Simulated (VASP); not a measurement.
Set up this calculation in VASP 6.6.1, as the native input.

| Property | Result |
| --- | --- |
| Task | single point |
| Functional | PBE |
| Potentials or basis | VASP PAW PBE potentials, release 64 (Sn_d) |
| Cutoff | 520 eV |
| k mesh | 7 × 7 × 7 |
| Occupations | gaussian, width 0.018 eV |
| Spin | no spin polarisation |
| Dipole correction | no |
| Further INCAR settings | ALGO = Normal; EDIFF = 1e-07; NBANDS = 21 |

The structure of Sn lies in POSCAR:

```
Sn
1.0
    0.0000000000      3.2333428000      3.2333428000
    3.2333428000      0.0000000000      3.2333428000
    3.2333428000      3.2333428000      0.0000000000
Sn
2
Direct
    0.7500000000      0.7500000000      0.7500000000
    0.5000000000      0.5000000000      0.5000000000
```

These files were run (other wordings do the same):

INCAR

```
PREC = Accurate
ENCUT = 520
EDIFF = 1E-7
ISMEAR = 0
SIGMA = 0.018000000000000002
LREAL = F
LASPH = T
NELM = 60
ALGO = Normal
ISIF = 2
LWAVE = F
LCHARG = F
GGA = PE
NBANDS = 21
```

KPOINTS

```
Automatic mesh
0
Gamma
  7 7 7
```

Potentials or basis: VASP PAW PBE potentials, release 64 (Sn_d).

The run is started by

```sh
$ cat potpaw_PBE.64/Sn_d/POTCAR > POTCAR
$ mpirun -np 1 vasp_std > vasp.out
```

Results of the run:

The pressure is 3.8 GPa and the band gap on the k mesh is zero (band 14 reaches 5.84 eV, above the bottom of band 15 at 5.80 eV).

Caveat: spin-orbit coupling is left out, which moves the levels of the heavy elements.

Wall time 24 s on 1 thread of Intel(R) Xeon(R) Platinum 8488C (Sapphire Rapids), on a shared host, peak memory 0.2 GiB.
